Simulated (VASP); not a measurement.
# BeS (Fm-3m) in VASP: notebook

BeS is run at these levels: r2SCAN, r2SCAN+rVV10; tasks: single point.

Program: VASP 6.6.1. These are calculated values, not measurements. Logs are shortened: lines on timing, memory, paths and dates and some standing lists are left out, and cuts for length are marked.

## 1. The cell of the first run

It takes space group Fm-3m (No. 225, cubic). The conventional cell has a = 4.635 Å, b = 4.635 Å, c = 4.635 Å, α = 90.00°, β = 90.00°, γ = 90.00°. Be (site symmetry m-3m) has 6 S at 2.32 Å within 3.1 Å. S (site symmetry m-3m) has 6 Be at 2.32 Å within 3.1 Å.

## 2. Single point, r2SCAN

Input file POSCAR:

```
BeS
1.0
    0.0000000000      2.3172971951      2.3172971951
    2.3172971951      0.0000000000      2.3172971951
    2.3172971951      2.3172971951      0.0000000000
Be S
1 1
Direct
    0.0000000000      0.0000000000      0.0000000000
    0.5000000000      0.5000000000      0.5000000000
```

Input file INCAR.step1:

```
PREC     = Accurate       # precision mode
ENCUT    = 520            # plane-wave cutoff, eV
ISMEAR   = 0              # smearing method
SIGMA    = 0.05           # smearing width, eV
LREAL    = False          # projectors in reciprocal space
LASPH    = True           # aspherical terms in the spheres
NELM     = 80             # most SCF steps
NBANDS   = 11             # bands
GGA      = PE             # functional
ALGO     = Normal         # electronic algorithm
EDIFF    = 1E-4           # SCF threshold, eV
LWAVE    = True           # write WAVECAR
LCHARG   = False          # write CHGCAR
```

Input file INCAR.step2:

```
PREC     = Accurate       # precision mode
ENCUT    = 520            # plane-wave cutoff, eV
EDIFF    = 1E-6           # SCF threshold, eV
ISMEAR   = 0              # smearing method
SIGMA    = 0.05           # smearing width, eV
LREAL    = False          # projectors in reciprocal space
LASPH    = True           # aspherical terms in the spheres
NELM     = 80             # most SCF steps
ALGO     = Normal         # electronic algorithm
ISIF     = 2              # what is computed and relaxed
LWAVE    = False          # write WAVECAR
LCHARG   = False          # write CHGCAR
METAGGA  = R2SCAN         # meta-GGA
LMIXTAU  = True         
NBANDS   = 11             # bands
ISTART   = 1
```

Input file KPOINTS:

```
Automatic mesh
0
Gamma
  6 6 6
```

Potentials or basis: VASP PAW PBE potentials, release 64 (Be, S).

Started as:

```bash
$ cat potpaw_PBE.64/Be/POTCAR potpaw_PBE.64/S/POTCAR > POTCAR
$ cp INCAR.step1 INCAR
$ mpirun -np 1 vasp_std > vasp.out
$ cp INCAR.step2 INCAR
$ mpirun -np 1 vasp_std > vasp.out
```

OUTCAR:

```text
PREC = Accurate
   ENCUT = 520
   EDIFF = 1E-6
   ISMEAR = 0
   LREAL = False
   LASPH = True
   NELM = 80
   ISIF = 2
   METAGGA = R2SCAN
   ISTART = 1

 ion  position               nearest neighbor table
   1  0.000  0.000  0.000-   2 2.32   2 2.32   2 2.32   2 2.32   2 2.32   2 2.32
   2  0.500  0.500  0.500-   1 2.32   1 2.32   1 2.32   1 2.32   1 2.32   1 2.32

  LATTYP: Found a face centered cubic cell.
 ALAT       =     4.6345943902

  Lattice vectors:

 A1 = (   0.0000000000,   2.3172971951,   2.3172971951)
 A2 = (   2.3172971951,   0.0000000000,   2.3172971951)
 A3 = (   2.3172971951,   2.3172971951,   0.0000000000)

Analysis of symmetry for initial positions (statically):
[... 5 lines left out ...]
 face centered cubic supercell.

 Subroutine GETGRP returns: Found 48 space group operations
 (whereof 48 operations were pure point group operations)
 out of a pool of 48 trial point group operations.

The static configuration has the point symmetry O_h .

Analysis of symmetry for dynamics (positions and initial velocities):
[... 5 lines left out ...]
 face centered cubic supercell.

 Subroutine GETGRP returns: Found 48 space group operations
 (whereof 48 operations were pure point group operations)
 out of a pool of 48 trial point group operations.

The dynamic configuration has the point symmetry O_h .

 Subroutine INISYM returns: Found 48 space group operations
 (whereof 48 operations are pure point group operations),
 and found     1 'primitive' translations

----------------------------------------------------------------------------------------

                                     Primitive cell

  volume of cell :      24.8872

  direct lattice vectors                    reciprocal lattice vectors
     0.000000000  2.317297195  2.317297195    -0.215768612  0.215768612  0.215768612
     2.317297195  0.000000000  2.317297195     0.215768612 -0.215768612  0.215768612
     2.317297195  2.317297195  0.000000000     0.215768612  0.215768612 -0.215768612

  length of vectors
     3.277153121  3.277153121  3.277153121     0.373722199  0.373722199  0.373722199

  position of ions in fractional coordinates (direct lattice)
     0.000000000  0.000000000  0.000000000
     0.500000000  0.500000000  0.500000000

  ion indices of the primitive-cell ions
   primitive index   ion index
                 1           1
                 2           2

----------------------------------------------------------------------------------------

 KPOINTS: Automatic mesh

Automatic generation of k-mesh.
 Grid dimensions read from file:
 generate k-points for:    6    6    6

 Generating k-lattice:

  Cartesian coordinates                     Fractional coordinates (reciprocal lattice)
    -0.035961435  0.035961435  0.035961435     0.166666667  0.000000000  0.000000000
     0.035961435 -0.035961435  0.035961435     0.000000000  0.166666667  0.000000000
     0.035961435  0.035961435 -0.035961435     0.000000000  0.000000000  0.166666667

  Length of vectors
     0.062287033  0.062287033  0.062287033

  Shift w.r.t. Gamma in fractional coordinates (k-lattice)
     0.000000000  0.000000000  0.000000000

 Subroutine IBZKPT returns following result:
 ===========================================

 Found     16 irreducible k-points:

 Following reciprocal coordinates:
            Coordinates               Weight
  0.000000  0.000000  0.000000      1.000000
  0.166667  0.000000  0.000000      8.000000
  0.333333  0.000000  0.000000      8.000000
  0.500000  0.000000  0.000000      4.000000
  0.166667  0.166667  0.000000      6.000000
  0.333333  0.166667  0.000000     24.000000
[... 8 lines left out ...]
 -0.333333  0.333333  0.166667     24.000000
 -0.333333  0.500000  0.166667     12.000000
   k-points           NKPTS =     16   k-points in BZ     NKDIM =     16   number of bands    NBANDS=     11
   number of dos      NEDOS =    301   number of ions     NIONS =      2
   total plane-waves  NPLWV =  13824
   dimension x,y,z NGX =    24 NGY =   24 NGZ =   24
   dimension x,y,z NGXF=    48 NGYF=   48 NGZF=   48
   ions per type =               1   1
   NGX,Y,Z   is equivalent  to a cutoff of  12.17, 12.17, 12.17 a.u.
   NGXF,Y,Z  is equivalent  to a cutoff of  24.35, 24.35, 24.35 a.u.
 SYSTEM =  unknown system
   PREC   = accura    normal or accurate (medium, high low for compatibility)
   ISTART =      1    job   : 0-new  1-cont  2-samecut
   ICHARG =      0    charge: 1-file 2-atom 10-const
   ISPIN  =      1    spin polarized calculation?
   LNONCOLLINEAR =      F non collinear calculations
   LSORBIT =      F    spin-orbit coupling
   LASPH  =      T    aspherical Exc in radial PAW
   ENCUT  =  520.0 eV  38.22 Ry    6.18 a.u.   6.09  6.09  6.09*2*pi/ulx,y,z
   NELM   =     80;   NELMIN=  2; NELMDL=  0     # of ELM steps
   EDIFF  = 0.1E-05   stopping-criterion for ELM
   LREAL  =      F    real-space projection
   EDIFFG = 0.1E-04   stopping-criterion for IOM
   NSW    =      0    number of steps for IOM
   IBRION =     -1    ionic relax: 0-MD 1-quasi-New 2-CG
   NFREE  =      0    steps in history (QN), initial steepest desc. (CG)
   ISIF   =      2    stress and relaxation
   ISYM   =      2    0-nonsym 1-usesym 2-fastsym
   POTIM  = 0.5000    time-step for ionic-motion
   TEBEG  =    0.0;   TEEND  =   0.0 temperature during run
   PSTRESS=    0.0 pullay stress
   NELECT =       8.0000    total number of electrons
   NUPDOWN=      -1.0000    fix difference up-down
   EMIN   =  10.00;   EMAX   =-10.00  energy-range for DOS
   EFERMI =   0.00;   METHOD = LEGACY
   ISMEAR =     0;   SIGMA  =   0.05  broadening in eV -4-tet -1-fermi 0-gaus
   EFERMI_NEDOS =   21; number of points for ismear=-14 and -15
   IALGO  =     38    algorithm
   IMIX   =      4    mixing-type and parameters
     AMIX     =   0.40;   BMIX     =  1.00
     AMIX_MAG =   1.60;   BMIX_MAG =  1.00
  volume/ion in A,a.u.               =      12.44        83.97
  Fermi-wavevector in a.u.,A,eV,Ry     =   1.121450  2.119232 17.111356  1.257649
  Thomas-Fermi vector in A             =   2.258103
   LORBIT       =      0    0 simple, 1 ext, 2 COOP (PROOUT), +10 PAW based schemes
   METAGGA = R2SCAN    functional components
   LHFCALC =     F    Hartree Fock is set to
   AEXX    =    0.0000 exact exchange contribution
   IVDW    =     0    specifies the selected vdW correction
   LEPSILON=     F    determine dielectric tensor
   LRPA    =     F    only Hartree local field effects (RPA)
 non-spin polarized calculation
 Gauss-broadening in eV      SIGMA  =   0.05
  energy-cutoff  :      520.00
  volume of cell :       24.89
 maximum number of plane-waves:       692
   NGX = 13   NGY = 13   NGZ = 13

 number of electron       7.9999998 magnetization

 Free energy of the ion-electron system (eV)
  ---------------------------------------------------
  ext. energy  EPLUGINS =         0.00000000
  ---------------------------------------------------
  free energy    TOTEN  =       -13.53895961 eV

  energy without entropy =      -13.53895961  energy(sigma->0) =      -13.53895961

 E-fermi :   6.6923     XC(G=0): -11.0872

 val. band max:        6.4369905801   @ k =  -0.1667   0.1667   0.0000
 cond. band min:       7.7838006371   @ k =   0.5000   0.5000   0.0000
 fundamental gap:      1.3468100571
 Fermi energy:         6.6922970691

 k-point     1 :       0.0000    0.0000    0.0000
  band No.  band energies     occupation
      1      -9.3005      2.00000
      2       6.1753      2.00000
      3       6.1753      2.00000
      4       6.1753      2.00000
      5      12.6469      0.00000
      6      15.8270      0.00000
      7      15.8270      0.00000
      8      15.8270      0.00000
      9      17.0960      0.00000
     10      17.0960      0.00000
     11      17.0961      0.00000

 k-point     2 :       0.1667    0.0000    0.0000
  band No.  band energies     occupation
      1      -8.8769      2.00000
      2       3.9872      2.00000
      3       6.0622      2.00000
      4       6.0622      2.00000
      5      12.9422      0.00000
      6      14.1726      0.00000
      7      14.1726      0.00000
      8      15.9543      0.00000
      9      17.0784      0.00000
     10      17.0784      0.00000
     11      17.7900      0.00000

 k-point     3 :       0.3333    0.0000    0.0000
  band No.  band energies     occupation
      1      -7.7692      2.00000
      2       0.6694      2.00000
      3       5.9300      2.00000
      4       5.9300      2.00000
      5      11.7801      0.00000
      6      11.7995      0.00000
      7      11.7995      0.00000
      8      17.4740      0.00000
      9      19.8802      0.00000
     10      19.9814      0.00000
     11      19.9814      0.00000

 k-point     4 :       0.5000    0.0000    0.0000
  band No.  band energies     occupation
      1      -6.9395      2.00000
      2      -0.9949      2.00000
      3       5.9117      2.00000
      4       5.9117      2.00000
      5      10.9214      0.00000
      6      10.9214      0.00000
      7      11.2887      0.00000
      8      17.6305      0.00000
      9      22.7809      0.00000
     10      22.7809      0.00000
     11      23.5594      0.00000

 k-point     5 :       0.1667    0.1667    0.0000
  band No.  band energies     occupation
      1      -8.7310      2.00000
      2       4.6731      2.00000
      3       5.1842      2.00000
      4       5.1842      2.00000
      5      12.0435      0.00000
      6      14.0264      0.00000
      7      14.6266      0.00000
      8      16.4622      0.00000
      9      16.4622      0.00000
     10      19.4304      0.00000
     11      19.4304      0.00000
[... 99 lines left out ...]
 k-point    13 :       0.5000    0.5000    0.0000
  band No.  band energies     occupation
      1      -5.8602      2.00000
      2      -0.5034      2.00000
      3       3.1910      2.00000
      4       3.1910      2.00000
      5       7.7838      0.00000
      6      11.2992      0.00000
      7      19.4179      0.00000
      8      19.4179      0.00000
      9      21.3793      0.00000
     10      22.4216      0.00000
     11      25.3850      0.00000

 k-point    14 :       0.5000    0.3333    0.1667
  band No.  band energies     occupation
      1      -6.8481      2.00000
      2       0.9336      2.00000
      3       2.4546      2.00000
      4       4.2436      2.00000
      5      10.4976      0.00000
      6      13.2947      0.00000
      7      14.5223      0.00000
      8      17.7330      0.00000
      9      18.8346      0.00000
     10      23.1407      0.00000
     11      23.2202      0.00000

 k-point    15 :      -0.3333    0.3333    0.1667
  band No.  band energies     occupation
      1      -6.1657      2.00000
      2       0.0887      2.00000
      3       1.8686      2.00000
      4       3.5687      2.00000
      5      11.4515      0.00000
      6      12.1061      0.00000
      7      16.3806      0.00000
      8      17.4842      0.00000
      9      19.9972      0.00000
     10      20.3780      0.00000
     11      24.6310      0.00000

 k-point    16 :      -0.3333    0.5000    0.1667
  band No.  band energies     occupation
      1      -5.8335      2.00000
      2       0.1384      2.00000
      3       1.8494      2.00000
      4       2.5678      2.00000
      5      10.0271      0.00000
      6      13.9696      0.00000
      7      14.8402      0.00000
      8      18.9761      0.00000
      9      20.0926      0.00000
     10      22.3008      0.00000
     11      25.4570      0.00000

------------------------ aborting loop because EDIFF is reached ----------------------------------------

  FORCE on cell =-STRESS in cart. coord.  units (eV):
  Direction    XX          YY          ZZ          XY          YZ          ZX
  --------------------------------------------------------------------------------------
  -------------------------------------------------------------------------------------
  Total        0.0088338      0.0088338      0.0088338      0.0000000      0.0000000     -0.0000000
  in kB        0.5687027      0.5687027      0.5687027      0.0000000      0.0000000     -0.0000000
  external PRESSURE =       0.5687027 kB  Pullay stress =       0.0000000 kB

 VOLUME and BASIS-vectors are now :
 -----------------------------------------------------------------------------
  energy-cutoff  :      520.00
  volume of cell :       24.89
      direct lattice vectors                 reciprocal lattice vectors
     0.000000000  2.317297195  2.317297195    -0.215768612  0.215768612  0.215768612
     2.317297195  0.000000000  2.317297195     0.215768612 -0.215768612  0.215768612
     2.317297195  2.317297195  0.000000000     0.215768612  0.215768612 -0.215768612

 POSITION                                       TOTAL-FORCE (eV/Angst)
 -----------------------------------------------------------------------------------
      0.00000      0.00000      0.00000        -0.000000     -0.000000     -0.000000
      2.31730      2.31730      2.31730         0.000000      0.000000      0.000000
 -----------------------------------------------------------------------------------
    total drift:                               -0.000000     -0.000000      0.000000

  FREE ENERGIE OF THE ION-ELECTRON SYSTEM (eV)
  ---------------------------------------------------
  free  energy   TOTEN  =       -13.5389596090 eV

  energy  without entropy=      -13.5389596090  energy(sigma->0) =      -13.53895961
```

Wall time 11 s (1 thread of Intel Xeon Platinum 8488C (Sapphire Rapids), shared host); peak memory 0.13 GiB.

Results:

```yaml
Free_energy: -13.5390 eV
Pressure: 0.1 GPa
Band_gap_on_the_k_mesh: 1.35 eV, indirect (least direct gap 4.59 eV)
```

Levels at points of the mesh, in eV from the valence-band top:
```tsv
k point	band 1	band 2	band 3	band 4	band 5	band 6	band 7	band 8
(0.00, 0.00, 0.00)	-15.74	-0.26	-0.26	-0.26	6.21	9.39	9.39	9.39
(0.50, 0.00, 0.00)	-13.38	-7.43	-0.53	-0.53	4.48	4.48	4.85	11.19
(0.50, 0.50, 0.00)	-12.30	-6.94	-3.25	-3.25	1.35	4.86	12.98	12.98
```

Caveat: the PAW data sets were made with another functional, which shifts forces and pressure a little. A k mesh can miss the band edges.

## 3. Single point, r2SCAN+rVV10

POSCAR is that of step 2.

Input file INCAR.step1:

```
SYSTEM = BeS
PREC = Accurate ; ENCUT = 520
ISMEAR = 0 ; SIGMA = 0.01
LREAL = .False. ; LASPH = .True.
NELM = 60 ; NBANDS = 11
GGA = PE ; ALGO = Normal
EDIFF = 1E-4 ; LWAVE = .True.
LCHARG = .False.
```

Input file INCAR.step2:

```
SYSTEM = BeS
PREC = Accurate ; ENCUT = 520
EDIFF = 1E-6 ; ISMEAR = 0
SIGMA = 0.01 ; LREAL = .False.
LASPH = .True. ; NELM = 60
ALGO = Normal ; ISIF = 2
LWAVE = .False. ; LCHARG = .False.
METAGGA = R2SCAN ; LMIXTAU = .True.
LUSE_VDW = .True. ; IVDW_NL = 2
BPARAM = 11.95 ; CPARAM = 0.0093
NBANDS = 11 ; ISTART = 1
```

Input file KPOINTS:

```
Automatic mesh
0
Gamma
  6 6 6
  0 0 0
```

Potentials or basis: VASP PAW PBE potentials, release 64 (Be, S).

Started as:

```bash
$ cat potpaw_PBE.64/Be/POTCAR potpaw_PBE.64/S/POTCAR > POTCAR
$ cp INCAR.step1 INCAR
$ mpirun -np 1 vasp_std > vasp.out
$ cp INCAR.step2 INCAR
$ mpirun -np 1 vasp_std > vasp.out
```

Wall time 28 s (1 thread of Intel Xeon Platinum 8488C (Sapphire Rapids), shared host); peak memory 0.2 GiB.

Results (log left out):

- Free energy: -13.4554 eV
- Pressure: -0.5 GPa
- Band gap on the k mesh: 1.33 eV, indirect (least direct gap 4.59 eV)

Levels at points of the mesh, in eV from the valence-band top:
| k point | band 2 | band 3 | band 4 | band 5 | band 6 | band 7 |
| --- | --- | --- | --- | --- | --- | --- |
| (0.00, 0.00, 0.00) | -0.26 | -0.26 | -0.26 | 6.19 | 9.37 | 9.37 |
| (0.50, 0.00, 0.00) | -7.45 | -0.53 | -0.53 | 4.47 | 4.47 | 4.82 |
| (0.50, 0.50, 0.00) | -6.96 | -3.25 | -3.25 | 1.33 | 4.83 | 12.97 |

Caveat: the PAW data sets were made with another functional, which shifts forces and pressure a little. A k mesh can miss the band edges.

## 4. Single point, r2SCAN

POSCAR is that of step 3.

Input file INCAR.step1:

```
SYSTEM = BeS
PREC = Accurate
ENCUT = 520
ISMEAR = 0
SIGMA = 0.5
LREAL = .FALSE.
LASPH = .TRUE.
NELM = 60
NBANDS = 11
GGA = PE
ALGO = Normal
EDIFF = 1E-4
LWAVE = .TRUE.
LCHARG = .FALSE.
```

Input file INCAR.step2:

```
SYSTEM = BeS
PREC = Accurate
ENCUT = 520
EDIFF = 1E-6
ISMEAR = 0
SIGMA = 0.5
LREAL = .FALSE.
LASPH = .TRUE.
NELM = 60
ALGO = Normal
ISIF = 2
LWAVE = .FALSE.
LCHARG = .FALSE.
METAGGA = R2SCAN
LMIXTAU = .TRUE.
NBANDS = 11
ISTART = 1
```

Input file KPOINTS:

```
Automatic mesh
0
G
  6 6 6
  0 0 0
```

Started as:

```bash
$ cat potpaw_PBE.64/Be/POTCAR potpaw_PBE.64/S/POTCAR > POTCAR
$ cp INCAR.step1 INCAR
$ mpirun -np 1 vasp_std > vasp.out
$ cp INCAR.step2 INCAR
$ mpirun -np 1 vasp_std > vasp.out
```

Wall time 14 s (1 thread of Intel Xeon Platinum 8488C (Sapphire Rapids), shared host); peak memory 0.13 GiB.

The run converged. Its results:

* Free energy: -13.5394 eV
* Pressure: 0.1 GPa
* Band gap on the k mesh: 1.35 eV, indirect (least direct gap 4.59 eV)

Levels at points of the mesh, in eV from the valence-band top:
```tsv
k point	band 1	band 2	band 3	band 4	band 5	band 6	band 7	band 8
(0.00, 0.00, 0.00)	-15.74	-0.26	-0.26	-0.26	6.21	9.39	9.39	9.39
(0.50, 0.00, 0.00)	-13.38	-7.43	-0.53	-0.53	4.49	4.49	4.85	11.19
(0.50, 0.50, 0.00)	-12.30	-6.94	-3.25	-3.25	1.35	4.86	12.98	12.98
```

Caveat: the PAW data sets were made with another functional, which shifts forces and pressure a little.

## 5. Summary

| level | smearing | gap on the mesh (eV) | pressure (GPa) |
| --- | --- | --- | --- |
| r2SCAN | gaussian 0.05 eV | 1.35 | 0.1 |
| r2SCAN+rVV10 | gaussian 0.01 eV | 1.33 | -0.5 |
| r2SCAN | gaussian 0.5 eV | 1.35 | 0.1 |

Alike in all rows: task single point; potentials or basis VASP PAW PBE potentials, release 64 (Be, S); no spin polarisation; cell as given; k mesh 6 × 6 × 6; cutoff (eV) 520.

On the cell as given the gap runs from 1.33 eV (r2SCAN+rVV10) to 1.35 eV (r2SCAN). The pressure there spans -0.5 GPa (r2SCAN+rVV10) to 0.1 GPa (r2SCAN); a positive pressure means that this level wants a larger cell, a negative one a smaller.

Caveats: the PAW data sets were made with another functional, which shifts forces and pressure a little.

Total energies depend on the potentials used, so only differences within one code and one set of settings carry meaning.
